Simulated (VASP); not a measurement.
Runs of VASP 6.6.1 on MgS. The structure is that of space group Fm-3m (No. 225), or close to it. The cells are those of the table. 

| level | cell | gap on the mesh (eV) | pressure (GPa) |
| --- | --- | --- | --- |
| r2SCAN | a = 3.751 Å, angles 60.0°, 2 atoms | 3.30 | -4.6 |
| PBE | a = 3.661 Å, angles 60.0°, 2 atoms | (c) | 2.1 |
| PBE | a = 3.770 Å, angles 60.0°, 2 atoms | (b) | -4.1 |
| PBE | a = 3.698 Å, angles 60.0°, 2 atoms | 2.74 | -0.3 |
| r2SCAN | a = 3.642 Å, angles 60.0°, 2 atoms | 3.50 | 2.1 |
| r2SCAN | a = 3.679 Å, angles 60.0°, 2 atoms | 3.43 | -0.5 |
| r2SCAN | a = 3.716 Å, angles 60.0°, 2 atoms | 3.37 | -2.7 |
| PBE | a = 3.622 Å, angles 60.0°, 2 atoms | (a) | 4.9 |

Alike in all rows: task single point; potentials or basis VASP PAW PBE potentials, release 64 (Mg, S); no spin polarisation; k mesh 8 × 8 × 8; cutoff (eV) 520; smearing gaussian 0.01 eV.

**Question.** Estimate the missing entries.

**Answer.** (a) 2.88; (b) 2.61; (c) 2.81.

Caveats: the PAW data sets were made with another functional, which shifts forces and pressure a little (some runs).

A k mesh can miss the band edges.
